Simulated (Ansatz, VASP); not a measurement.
# NaRu3 in VASP and in Ansatz

```xyz
4
Lattice="3.9246 0.0000 0.0000 -1.9623 3.3988 0.0000 0.0000 0.0000 4.8876" Properties=species:S:1:pos:R:3 pbc="T T T"
Na    0.0000    0.0000    2.4438
Ru    1.9623    0.0000    2.4438
Ru   -0.9811    1.6994    2.4438
Ru    0.9811    1.6994    2.4438
```

Alike in both runs: task relaxation of cell and atoms; functional PBE; k mesh 6 × 6 × 4; occupations gaussian, width 0.1 eV; no spin polarisation.

```csv
,VASP,Ansatz
version,VASP 6.6.1,Ansatz 0.2.0
potentials or method,"VASP PAW PBE potentials, release 64 (Na_pv, Ru_pv), cutoff 600 eV","scalar-relativistic, plane waves, PAW"
valence electrons in the cell,49,57
```

```tsv
	VASP	Ansatz	Ansatz less VASP
gap on the k mesh at the Fermi level, each at its own relaxed structure (eV)	none	none	-
relaxed volume (Å³/atom)	16.10	16.16	+0.065
relaxed length of the cell vector where the two differ most in proportion (Å)	5.570	5.585	+0.0141
```

A gap of «none» marks a metal or a gap that the smearing closes. VASP's potentials hold 49 valence electrons a cell and Ansatz's 57, so a difference there can come from the potentials and not from the codes.
